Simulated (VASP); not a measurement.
A run of VASP 6.6.1:

Contents of INCAR:

```
SYSTEM = NaH
ALGO = Normal
EDIFF = 1E-7
ENCUT = 520
GGA = PE
ISIF = 2
ISMEAR = 0
LASPH = .True.
LCHARG = .True.
LELF = .True.
LREAL = .False.
LVHAR = .True.
LWAVE = .False.
NBANDS = 21
NELM = 100
PREC = Accurate
SIGMA = 0.02
```

Contents of KPOINTS:

```
k-points
0
Gamma
  12 12 12
  0 0 0
```

File POSCAR:

```
NaH
1.0
    1.6830204649      0.9716923185      8.6941299408
   -1.6830204649      0.9716923185      8.6941299408
    0.0000000000     -1.9433846370      8.6941299408
Na H
3 3
Direct
    0.5000000000      0.5000000000      0.5000000000
    0.6128941951      0.6128941951      0.6128941951
    0.3871058049      0.3871058049      0.3871058049
    0.0000000000      0.0000000000      0.0000000000
    0.7768490861      0.7768490861      0.7768490861
    0.2231509139      0.2231509139      0.2231509139
```

Potentials or basis: VASP PAW PBE potentials, release 64 (Na_pv, H).

Run with:

```sh
$ cat potpaw_PBE.64/Na_pv/POTCAR potpaw_PBE.64/H/POTCAR > POTCAR
$ mpirun -np 1 vasp_std > vasp.out
```

Hardware: 1 thread of AMD EPYC 9R45 96-Core Processor (Zen 5), on a shared host.

Estimate the wall time of this run.

Run time: 23 min on 1 thread of AMD EPYC 9R45 96-Core Processor (Zen 5) (shared host), peak memory 0.77 GiB. Counts: scf iterations 13, k points 189.
